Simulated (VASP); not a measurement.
# ZnS (F-43m) in VASP: settings compared

Aim: see how the results for ZnS move with the level of theory and the settings. Levels: BLYP+D3(BJ), LDA. Tasks: single point.

Everything below comes from runs of VASP 6.6.1. Logs are shortened: lines on timing, memory, paths and dates and some standing lists are left out, and cuts for length are marked.

**Measured values to compare with.**

“Electronic, vibrational, and thermodynamic properties of ZnS (zincblende and rocksalt structure)”, 2009, arxiv:0911.5022 quotes, for a bulk crystal of ZnS at 19 K: band gap 3.85 eV (direct).

The runs below are set against these values where they give the same quantity.

**1. The cell of the first run**

The structure is cubic, space group F-43m (No. 216). Conventional cell: a = 5.331 Å, b = 5.331 Å, c = 5.331 Å, α = 90.00°, β = 90.00°, γ = 90.00°. Within 3.1 Å of Zn (site symmetry -43m) lie 4 S at 2.31 Å. Within 3.1 Å of S (site symmetry -43m) lie 4 Zn at 2.31 Å.

**2. Single point, BLYP+D3(BJ)**

INCAR

```
AGGAC = 1.0
AGGAX = 1.0
ALDAC = 0.0
ALDAX = 1.0
ALGO = Normal
EDIFF = 1E-6
ENCUT = 520
GGA = B5
ISIF = 2
ISMEAR = -1
IVDW = 12
LASPH = T
LCHARG = F
LREAL = F
LWAVE = F
NBANDS = 16
NELM = 100
PREC = Accurate
SIGMA = 0.05
VDW_A1 = 0.4298
VDW_A2 = 4.2359
VDW_S6 = 1.0
VDW_S8 = 2.6996
```

KPOINTS

```
k-points
0
Gamma
  9 9 9
```

POSCAR

```
ZnS
1.0
    0.0000000000      2.6654820099      2.6654820099
    2.6654820099      0.0000000000      2.6654820099
    2.6654820099      2.6654820099      0.0000000000
Zn S
1 1
Direct
    0.7500000000      0.7500000000      0.7500000000
    0.0000000000      0.0000000000      0.0000000000
```

Potentials or basis: VASP PAW PBE potentials, release 64 (Zn, S).

Launch:

```sh
cat potpaw_PBE.64/Zn/POTCAR potpaw_PBE.64/S/POTCAR > POTCAR
mpirun -np 1 vasp_std > vasp.out
```

OUTCAR:

```text
EDIFF = 1E-6
   ENCUT = 520
   GGA = B5
   ISIF = 2
   ISMEAR = -1
   IVDW = 12
   LASPH = T
   LREAL = F
   NELM = 100
   PREC = Accurate
 IVDW          = 12

 ion  position               nearest neighbor table
   1  0.750  0.750  0.750-   2 2.31   2 2.31   2 2.31   2 2.31
   2  0.000  0.000  0.000-   1 2.31   1 2.31   1 2.31   1 2.31

  LATTYP: Found a face centered cubic cell.
 ALAT       =     5.3309640198

  Lattice vectors:

 A1 = (   0.0000000000,   2.6654820099,   2.6654820099)
 A2 = (   2.6654820099,   0.0000000000,   2.6654820099)
 A3 = (   2.6654820099,   2.6654820099,   0.0000000000)

Analysis of symmetry for initial positions (statically):
=====================================================================
 Subroutine PRICEL returns:
 Original cell was already a primitive cell.

 Routine SETGRP: Setting up the symmetry group for a
 face centered cubic supercell.

 Subroutine GETGRP returns: Found 24 space group operations
 (whereof 24 operations were pure point group operations)
 out of a pool of 48 trial point group operations.

The static configuration has the point symmetry T_d .

Analysis of symmetry for dynamics (positions and initial velocities):
=====================================================================
 Subroutine PRICEL returns:
 Original cell was already a primitive cell.

 Routine SETGRP: Setting up the symmetry group for a
 face centered cubic supercell.

 Subroutine GETGRP returns: Found 24 space group operations
 (whereof 24 operations were pure point group operations)
 out of a pool of 48 trial point group operations.

The dynamic configuration has the point symmetry T_d .

 Subroutine INISYM returns: Found 24 space group operations
 (whereof 24 operations are pure point group operations),
 and found     1 'primitive' translations

----------------------------------------------------------------------------------------

                                     Primitive cell

  volume of cell :      37.8754

  direct lattice vectors                    reciprocal lattice vectors
     0.000000000  2.665482010  2.665482010    -0.187583333  0.187583333  0.187583333
     2.665482010  0.000000000  2.665482010     0.187583333 -0.187583333  0.187583333
     2.665482010  2.665482010  0.000000000     0.187583333  0.187583333 -0.187583333

  length of vectors
     3.769560809  3.769560809  3.769560809     0.324903864  0.324903864  0.324903864

  position of ions in fractional coordinates (direct lattice)
     0.750000000  0.750000000  0.750000000
     0.000000000  0.000000000  0.000000000

  ion indices of the primitive-cell ions
[... 75 lines left out ...]
   EDIFF  = 0.1E-05   stopping-criterion for ELM
   LREAL  =      F    real-space projection
   EDIFFG = 0.1E-04   stopping-criterion for IOM
   NSW    =      0    number of steps for IOM
   IBRION =     -1    ionic relax: 0-MD 1-quasi-New 2-CG
   NFREE  =      0    steps in history (QN), initial steepest desc. (CG)
   ISIF   =      2    stress and relaxation
   ISYM   =      2    0-nonsym 1-usesym 2-fastsym
   POTIM  = 0.5000    time-step for ionic-motion
   TEBEG  =    0.0;   TEEND  =   0.0 temperature during run
   PSTRESS=    0.0 pullay stress
   NELECT =      18.0000    total number of electrons
   NUPDOWN=      -1.0000    fix difference up-down
   EMIN   =  10.00;   EMAX   =-10.00  energy-range for DOS
   EFERMI =   0.00;   METHOD = LEGACY
   ISMEAR =    -1;   SIGMA  =   0.05  broadening in eV -4-tet -1-fermi 0-gaus
   EFERMI_NEDOS =   21; number of points for ismear=-14 and -15
   IALGO  =     38    algorithm
   IMIX   =      4    mixing-type and parameters
     AMIX     =   0.40;   BMIX     =  1.00
     AMIX_MAG =   1.60;   BMIX_MAG =  1.00
  volume/ion in A,a.u.               =      18.94       127.80
  Fermi-wavevector in a.u.,A,eV,Ry     =   1.277556  2.414231 22.206736  1.632149
  Thomas-Fermi vector in A             =   2.410149
   LORBIT       =      0    0 simple, 1 ext, 2 COOP (PROOUT), +10 PAW based schemes
   GGA     = B5    functional components
   LHFCALC =     F    Hartree Fock is set to
   AEXX    =    0.0000 exact exchange contribution
   IVDW    =    12    specifies the selected vdW correction
   LEPSILON=     F    determine dielectric tensor
   LRPA    =     F    only Hartree local field effects (RPA)
 non-spin polarized calculation
  energy-cutoff  :      520.00
  volume of cell :       37.88
 maximum number of plane-waves:      1032
   NGX = 13   NGY = 13   NGZ = 13

 number of electron      18.0000019 magnetization

 Free energy of the ion-electron system (eV)
  ---------------------------------------------------
  ext. energy  EPLUGINS =         0.00000000
  ---------------------------------------------------
  free energy    TOTEN  =        -5.70797554 eV

  energy without entropy =       -5.70797554  energy(sigma->0) =       -5.70797554

 E-fermi :   3.8838     XC(G=0):  -9.2977

 val. band max:        2.8735490201   @ k =   0.0000   0.0000   0.0000
 cond. band min:       5.1930030736   @ k =   0.0000   0.0000   0.0000
 fundamental gap:      2.3194540535
 Fermi energy:         3.8837511671

 k-point     1 :       0.0000    0.0000    0.0000
  band No.  band energies     occupation
      1     -10.5193      2.00000
      2      -3.7256      2.00000
      3      -3.7256      2.00000
      4      -3.7256      2.00000
      5      -3.1944      2.00000
      6      -3.1944      2.00000
[... 433 lines left out ...]
      3      -3.3737      2.00000
      4      -3.3737      2.00000
      5      -3.1149      2.00000
      6      -3.0223      2.00000
[... 8 lines left out ...]
     15      16.6485      0.00000
     16      18.1531      0.00000

 [... further k-points ...]

------------------------ aborting loop because EDIFF is reached ----------------------------------------

 Edisp (eV)   -1.39739

 E8    (eV) :    -0.9780

  FORCE on cell =-STRESS in cart. coord.  units (eV):
  Direction    XX          YY          ZZ          XY          YZ          ZX
  --------------------------------------------------------------------------------------
  -------------------------------------------------------------------------------------
  Total       0.59905     0.59905     0.59905     0.00000     0.00000     0.00000
  in kB      25.34070    25.34070    25.34070     0.00000     0.00000     0.00000
  external pressure =       25.34 kB  Pullay stress =        0.00 kB

 VOLUME and BASIS-vectors are now :
 -----------------------------------------------------------------------------
  energy-cutoff  :      520.00
  volume of cell :       37.88
      direct lattice vectors                 reciprocal lattice vectors
     0.000000000  2.665482010  2.665482010    -0.187583333  0.187583333  0.187583333
     2.665482010  0.000000000  2.665482010     0.187583333 -0.187583333  0.187583333
     2.665482010  2.665482010  0.000000000     0.187583333  0.187583333 -0.187583333

 POSITION                                       TOTAL-FORCE (eV/Angst)
 -----------------------------------------------------------------------------------
      3.99822      3.99822      3.99822         0.000000      0.000000      0.000000
      0.00000      0.00000      0.00000        -0.000000     -0.000000     -0.000000
 -----------------------------------------------------------------------------------
    total drift:                                0.000001      0.000001      0.000001

  FREE ENERGIE OF THE ION-ELECTRON SYSTEM (eV)
  ---------------------------------------------------
  free  energy   TOTEN  =        -7.1053693734 eV

  energy  without entropy=       -7.1053693734  energy(sigma->0) =       -7.10536937
```

OSZICAR:

```text
N       E                     dE             d eps       ncg     rms          rms(c)
DAV:   1     0.860852544351E+02    0.86085E+02   -0.86363E+03  1120   0.136E+03
DAV:   2    -0.625081515465E+00   -0.86710E+02   -0.79337E+02  1288   0.259E+02
DAV:   3    -0.617521763114E+01   -0.55501E+01   -0.55231E+01  1392   0.621E+01
DAV:   4    -0.623081434450E+01   -0.55597E-01   -0.55577E-01  1392   0.655E+00
DAV:   5    -0.623139272414E+01   -0.57838E-03   -0.57837E-03  1384   0.634E-01    0.699E+00
DAV:   6    -0.572923007036E+01    0.50216E+00   -0.91629E-01  1696   0.329E+01    0.540E+00
DAV:   7    -0.570863848379E+01    0.20592E-01   -0.30690E-01  1368   0.501E+00    0.323E+00
DAV:   8    -0.570791814704E+01    0.72034E-03   -0.54908E-03  1392   0.902E-01    0.112E+00
DAV:   9    -0.570792242801E+01   -0.42810E-05   -0.11364E-03  1256   0.297E-01    0.766E-02
DAV:  10    -0.570796254491E+01   -0.40117E-04   -0.60936E-05  1384   0.708E-02    0.223E-02
DAV:  11    -0.570797525842E+01   -0.12714E-04   -0.15369E-05  1232   0.315E-02    0.538E-03
DAV:  12    -0.570797554212E+01   -0.28370E-06   -0.39142E-07  1192   0.821E-03
   1 F= -.71053694E+01 E0= -.71053694E+01  d E =-.243022E-10
```

Run time: 23 s. Hardware: 1 thread of Intel Xeon 6975P-C, shared host; peak memory 0.17 GiB.

What came out:

```
Free energy                : -7.1054 eV
Pressure                   : 2.5 GPa
Band gap on the k mesh     : 2.32 eV, direct
Dispersion energy per atom : -0.699 eV
```

Levels at points of the mesh, in eV from the valence-band top:
```tsv
k point	band 6	band 7	band 8	band 9	band 10	band 11	band 12	band 13
(0.00, 0.00, 0.00)	-6.07	0.00	0.00	0.00	2.32	6.42	6.42	6.42
```

Caveat: the PAW data sets were made with another functional, which shifts forces and pressure a little.

**3. Single point, BLYP+D3(BJ)**

This run uses another cell than the first one, of 19.33 Å³/atom, 1.021 times its volume.

INCAR

```
SYSTEM = ZnS
  PREC = Accurate
  ENCUT = 520
  EDIFF = 1E-6
  ISMEAR = -1
  SIGMA = 0.05
  LREAL = .False.
  LASPH = .True.
  NELM = 100
  ALGO = Normal
  ISIF = 2
  LWAVE = .False.
  LCHARG = .False.
  GGA = B5
  ALDAX = 1.0
  AGGAX = 1.0
  AGGAC = 1.0
  ALDAC = 0.0
  IVDW = 12
  VDW_S6 = 1.0
  VDW_S8 = 2.6996
  VDW_A1 = 0.4298
  VDW_A2 = 4.2359
  NBANDS = 16
```

KPOINTS

```
regular mesh
0
Gamma
  9 9 9
  0 0 0
```

POSCAR

```
ZnS
1.0
    0.0000000000      2.6838652254      2.6838652254
    2.6838652254      0.0000000000      2.6838652254
    2.6838652254      2.6838652254      0.0000000000
Zn S
1 1
Direct
    0.7500000000      0.7500000000      0.7500000000
    0.0000000000      0.0000000000      0.0000000000
```

Potentials or basis: VASP PAW PBE potentials, release 64 (Zn, S).

Launch:

```sh
cat potpaw_PBE.64/Zn/POTCAR potpaw_PBE.64/S/POTCAR > POTCAR
mpirun -np 1 vasp_std > vasp.out
```

Wall time 33 s (1 thread of Intel Xeon 6975P-C, shared host); peak memory 0.17 GiB.

The run converged. Its results:

```yaml
Free_energy: -7.1141 eV
Pressure: 0.8 GPa
Band_gap_on_the_k_mesh: 2.22 eV, direct
Dispersion_energy_per_atom: -0.682 eV
```

Levels at points of the mesh, in eV from the valence-band top:
```csv
k point,band 6,band 7,band 8,band 9,band 10,band 11,band 12,band 13
"(0.00, 0.00, 0.00)",-6.01,0.00,0.00,0.00,2.22,6.44,6.44,6.44
```

Caveat: the PAW data sets were made with another functional, which shifts forces and pressure a little.

[end of part 1 of 2]
